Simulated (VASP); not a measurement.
SiSn2:

```
CELL_PARAMETERS angstrom
4.38911 0.00000 0.00000
-2.19456 3.80108 0.00000
0.00000 0.00000 10.74571
ATOMIC_POSITIONS crystal
Si 0.00000 0.00000 0.99190
Si 0.66667 0.33333 0.67349
Sn 0.33333 0.66667 0.33554
Sn 0.66667 0.33333 0.91672
Sn 0.33333 0.66667 0.59900
Sn 0.00000 0.00000 0.23334
```

Base run:

- Program: VASP 6.6.1
- Functional: PBE
- Potentials or basis: VASP PAW PBE potentials, release 64 (Si, Sn_d)
- Cutoff: 520 eV
- k mesh: 6 × 6 × 2
- Occupations: fermi-dirac, width 0.02 eV
- Spin: no spin polarisation

Its results: band gap on the k mesh zero (bands 32 and 33 overlap by 0.02 eV); pressure 1.5 GPa; largest force 0.106 eV/Å.

**Question.** The run is repeated on the same cell with these changes: functional from PBE to r2SCAN. What comes out?

**Answer.** Band gap on the k mesh zero (bands 32 and 33 overlap by 0.04 eV); pressure -0.1 GPa; largest force 0.014 eV/Å.

Caveats: semilocal functionals underestimate gaps, so a narrow gap can read as zero; spin-orbit coupling is left out, which moves the levels of the heavy elements; the PAW data sets were made with another functional, which shifts forces and pressure a little (at least some runs).
